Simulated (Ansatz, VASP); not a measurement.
## Two plane-wave programs on GaN

The input POSCAR:

```
GaN
1.0
    3.1830984299      0.0000000000      0.0000000000
   -1.5915492150      2.7566441030      0.0000000000
    0.0000000000      0.0000000000      5.1835962425
Ga N
2 2
Direct
    0.3333333333      0.6666666667      1.0135788241
    0.6666666667      0.3333333333      0.4846413851
    0.3333333333      0.6666666667      0.3772130611
    0.6666666667      0.3333333333      0.8745667297
```

The input INCAR.step1:

```
SYSTEM = GaN
PREC = Accurate ; ENCUT = 520
ISMEAR = 0 ; SIGMA = 0.05
LREAL = .False. ; LASPH = .True.
NELM = 80 ; NBANDS = 26
GGA = PE ; ALGO = Normal
EDIFF = 1E-4 ; LWAVE = .True.
LCHARG = .False.
```

INCAR.step2

```
SYSTEM = GaN
PREC = Accurate ; ENCUT = 520
EDIFF = 1E-6 ; ISMEAR = 0
SIGMA = 0.05 ; LREAL = .False.
LASPH = .True. ; NELM = 80
ALGO = Normal ; ISIF = 2
LWAVE = .False. ; LCHARG = .True.
METAGGA = R2SCAN ; LMIXTAU = .True.
LELF = .True. ; LVHAR = .True.
NBANDS = 26 ; ISTART = 1
```

Contents of KPOINTS:

```
regular mesh
0
Gamma
  12 12 6
  0 0 0
```

Input for Ansatz:

```yaml
crystal:
  lattice:
    - [3.1830984299, 0.0, 0.0]
    - [-1.591549215, 2.756644103, 0.0]
    - [0.0, 0.0, 5.1835962425]
  atoms:
    - { symbol: Ga, position: [0.3333333333, 0.6666666667, 1.0135788241] }
    - { symbol: Ga, position: [0.6666666667, 0.3333333333, 0.4846413851] }
    - { symbol: "N", position: [0.3333333333, 0.6666666667, 0.3772130611] }
    - { symbol: "N", position: [0.6666666667, 0.3333333333, 0.8745667297] }
basis:
  ecutwfc: 500
kpoints:
  mp_grid: { grid: [12, 12, 6] }
hamiltonian:
  xc: r2scan
scf:
  occupations: { method: gaussian, width: 0.05 }
output:
  forces: true
  stress: true
  eigenvalues: true
```

Change from the starting cell: mode 6 (335.5 1/cm) frozen in, largest displacement +0.075 Å.

Alike in both runs: task single point; functional r2SCAN; k mesh 12 × 12 × 6; occupations gaussian, width 0.05 eV; no spin polarisation.

|  | VASP | Ansatz |
| --- | --- | --- |
| version | VASP 6.6.1 | Ansatz 0.2.0 |
| potentials or method | VASP PAW PBE potentials, release 64 (Ga_d, N), cutoff 520 eV | scalar-relativistic, plane waves, PAW |
| valence electrons in the cell | 36 | 36 |

Ansatz gave:

| Quantity | Value |
| --- | --- |
| gap on the k mesh at the Fermi level (eV) | 2.07 |
| least direct gap on the mesh (eV) | 2.07 |
| pressure (GPa) | 0.8 |
| traceless stress, the component that is largest in VASP (GPa) | 0.43 |
| rms of the force components (eV/Å) | 0.893 |

Task: Which values does VASP return?

Result: gap on the k mesh at the Fermi level (eV): 2.06; least direct gap on the mesh (eV): 2.06; pressure (GPa): 1.9; traceless stress, the component that is largest in VASP (GPa): 0.35; rms of the force components (eV/Å): 0.903.

VASP's potentials were made for PBE, not for r2SCAN. Atom by atom the forces differ by 0.011 eV/Å (rms over components). With one functional, cell and mesh, what is left measures potentials, basis and numerics.
